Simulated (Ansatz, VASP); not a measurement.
# GaAs: VASP beside Ansatz

File POSCAR:

```
GaAs
1.0
    0.0000000000      2.8330850947      2.9608572325
    2.8330850947      0.0000000000      2.9608572325
    2.8330850947      2.8330850947      0.0000000000
Ga As
1 1
Direct
    0.0000000000      0.0000000000      0.0000000000
    0.2500000000      0.2500000000      0.2500000000
```

The input INCAR.step1:

```
SYSTEM = GaAs
ALGO = Normal
EDIFF = 1E-4
ENCUT = 520
GGA = PE
ISMEAR = -1
LASPH = .TRUE.
LCHARG = .FALSE.
LREAL = .FALSE.
LWAVE = .TRUE.
NBANDS = 16
NELM = 100
PREC = Accurate
SIGMA = 0.02
```

INCAR.step2

```
SYSTEM = GaAs
ALGO = Normal
EDIFF = 1E-6
ENCUT = 520
ISIF = 2
ISMEAR = -1
ISTART = 1
LASPH = .TRUE.
LCHARG = .FALSE.
LMIXTAU = .TRUE.
LREAL = .FALSE.
LWAVE = .FALSE.
METAGGA = R2SCAN
NBANDS = 16
NELM = 100
PREC = Accurate
SIGMA = 0.02
```

File KPOINTS:

```
k-points
0
G
  8 8 8
  0 0 0
```

Input for Ansatz:

```yaml
crystal:
  lattice:
    - [0.0, 2.8330850947, 2.9608572325]
    - [2.8330850947, 0.0, 2.9608572325]
    - [2.8330850947, 2.8330850947, 0.0]
  atoms:
    - { symbol: Ga, position: [0.0, 0.0, 0.0] }
    - { symbol: As, position: [0.25, 0.25, 0.25] }
kpoints:
  mp_grid: { grid: [8, 8, 8] }
  band_path:
    path:
      - [0.0, 0.0, 0.0]
      - [-0.5, -0.5, 0.0]
      - [-0.375, -0.375, 0.25]
      - [-0.375, 0.0, 0.375]
      - [0.0, 0.0, 0.5]
      - [-0.5, -0.25, 0.25]
    npoints: 1
hamiltonian:
  xc: r2scan
scf:
  occupations: { method: fermi_dirac, width: 0.02 }
  n_extra_bands: 4
output:
  forces: true
  stress: true
  eigenvalues: true
```

Change from the starting cell: uniaxial_z strain +4.5%.

Alike in both runs: task single point; functional r2SCAN; k mesh 8 × 8 × 8; occupations fermi-dirac, width 0.02 eV; no spin polarisation.

```csv
,VASP,Ansatz
version,VASP 6.6.1,Ansatz 0.2.0
potentials or method,"VASP PAW PBE potentials, release 64 (Ga_d, As)","plane waves, PAW"
plane-wave cutoff (eV),520,500
valence electrons in the cell,18,28
```

VASP gave:

```
pressure (GPa)                                                : -2.8
traceless stress, the component that is largest in VASP (GPa) : -2.09
```

Problem. Which values does Ansatz return?

Solution. Pressure (GPa): -2.9; traceless stress, the component that is largest in VASP (GPa): -2.09.

VASP's potentials were made for PBE, not for r2SCAN. VASP's potentials hold 18 valence electrons a cell and Ansatz's 28, so a difference there can come from the potentials and not from the codes.
